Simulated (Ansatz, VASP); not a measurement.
Two plane-wave programs on MoS2

Contents of INCAR:

```
PREC     = Accurate       # precision mode
ENCUT    = 520            # plane-wave cutoff, eV
EDIFF    = 1E-7           # SCF threshold, eV
ISMEAR   = 0              # smearing method
SIGMA    = 0.05           # smearing width, eV
LREAL    = F              # projectors in reciprocal space
LASPH    = T              # aspherical terms in the spheres
NELM     = 100            # most SCF steps
ALGO     = Normal         # electronic algorithm
ISIF     = 2              # what is computed and relaxed
LWAVE    = F              # write WAVECAR
LCHARG   = F              # write CHGCAR
GGA      = PE             # functional
IVDW     = 12             # dispersion correction
NBANDS   = 35             # bands
```

Contents of KPOINTS:

```
Automatic mesh
0
Gamma
  12 12 4
```

File POSCAR:

```
MoS2
1.0
    3.2280918902      0.0000000000      0.0000000000
   -1.6140459451      2.7956095827      0.0000000000
    0.0000000000      0.0000000000     12.3940612177
Mo S
2 4
Direct
    0.2592547420      0.6666666667      0.2500000000
    0.7407452580      0.3333333333      0.7500000000
    0.4069057449      0.6666666667      0.6204968003
    0.5930942551      0.3333333333      0.1204968003
    0.4069057449      0.6666666667      0.8795031997
    0.5930942551      0.3333333333      0.3795031997
```

Input for Ansatz:

```yaml
crystal:
  lattice:
    - [3.2280918902, 0.0, 0.0]
    - [-1.6140459451, 2.7956095827, 0.0]
    - [0.0, 0.0, 12.3940612177]
  atoms:
    - { symbol: Mo, position: [0.259254742, 0.6666666667, 0.25] }
    - { symbol: Mo, position: [0.740745258, 0.3333333333, 0.75] }
    - { symbol: S, position: [0.4069057449, 0.6666666667, 0.6204968003] }
    - { symbol: S, position: [0.5930942551, 0.3333333333, 0.1204968003] }
    - { symbol: S, position: [0.4069057449, 0.6666666667, 0.8795031997] }
    - { symbol: S, position: [0.5930942551, 0.3333333333, 0.3795031997] }
basis:
  ecutwfc: 420
kpoints:
  mp_grid: { grid: [12, 12, 4] }
hamiltonian:
  xc: pbe
  pseudopotentials: { kind: paw, azcp: { folder: soft_1 } }
  dispersion: d3bj
scf:
  occupations: { method: gaussian, width: 0.05 }
output:
  forces: true
  stress: true
  eigenvalues: true
```

Change from the starting cell: mode 4 frozen in at -0.233 Å, equal normal strain along x, y and z +0.0250.

Alike in both runs: task single point; functional PBE; dispersion D3(BJ); k mesh 12 × 12 × 4; occupations gaussian, width 0.05 eV; no spin polarisation.

|  | VASP | Ansatz |
| --- | --- | --- |
| version | VASP 6.6.1 | Ansatz 0.2.0 |
| potentials or method | VASP PAW PBE potentials, release 64 (Mo_sv, S), cutoff 520 eV | scalar-relativistic, plane waves, PAW |
| valence electrons in the cell | 52 | 52 |

|  | VASP | Ansatz | Ansatz less VASP |
| --- | --- | --- | --- |
| gap on the k mesh at the Fermi level (eV) | 0.84 | 0.83 | -0.013 |
| least direct gap on the mesh (eV) | 1.55 | 1.55 | -0.003 |
| pressure (GPa) | -9.7 | -9.6 | +0.10 |
| traceless stress, the component that is largest in VASP (GPa) | -0.66 | -0.64 | +0.019 |
| rms of the force components (eV/Å) | 0.526 | 0.522 | -0.0042 |

Atom by atom the forces differ by 0.004 eV/Å (rms over components).
